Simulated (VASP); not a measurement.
Input of a VASP 6.6.1 run:

INCAR

```
SYSTEM = CuI
ALGO     = Normal         ! electronic algorithm
EDIFF    = 1E-6           ! SCF threshold, eV
ENCUT    = 520            ! plane-wave cutoff, eV
ISIF     = 2              ! what is computed and relaxed
ISMEAR   = 0              ! smearing method
LASPH    = .TRUE.         ! aspherical terms in the spheres
LCHARG   = .FALSE.        ! write CHGCAR
LREAL    = .FALSE.        ! projectors in reciprocal space
LWAVE    = .FALSE.        ! write WAVECAR
NBANDS   = 26             ! bands
NELM     = 100            ! most SCF steps
PREC     = Accurate       ! precision mode
SIGMA    = 0.01           ! smearing width, eV
```

File KPOINTS:

```
k-points
0
G
  12 12 4
  0 0 0
```

The input POSCAR:

```
CuI
1.0
    4.1473371115      0.0000000000      0.0000000000
   -2.0736685558      3.5916992967      0.0000000000
    0.0000000000      0.0000000000      6.3363560900
Cu I
2 2
Direct
    0.0000000000      0.0000000000      0.0000000000
    0.0000000000      0.0000000000      0.5000000000
    0.3333333333      0.6666666667      0.2500000000
    0.6666666667      0.3333333333      0.7500000000
```

Potentials or basis: VASP PAW LDA potentials, release 64 (Cu, I).

Command:

```console
$ cat potpaw_LDA.64/Cu/POTCAR potpaw_LDA.64/I/POTCAR > POTCAR
$ mpirun -np 1 vasp_std > vasp.out
```

**Question.** Estimate the pressure.

**Answer.** -4.7 GPa.

**Question.** Estimate the band gap on the k mesh.

**Answer.** 0.42 eV (least direct gap 0.59 eV).

Stress tensor (GPa, compression positive):
```
-4.49  0.00  0.00
 0.00 -4.49  0.00
 0.00  0.00 -5.05
```

Caveat: the cell stands under tension; spin-orbit coupling is left out, which moves the levels of the heavy elements. A k mesh can miss the band edges.
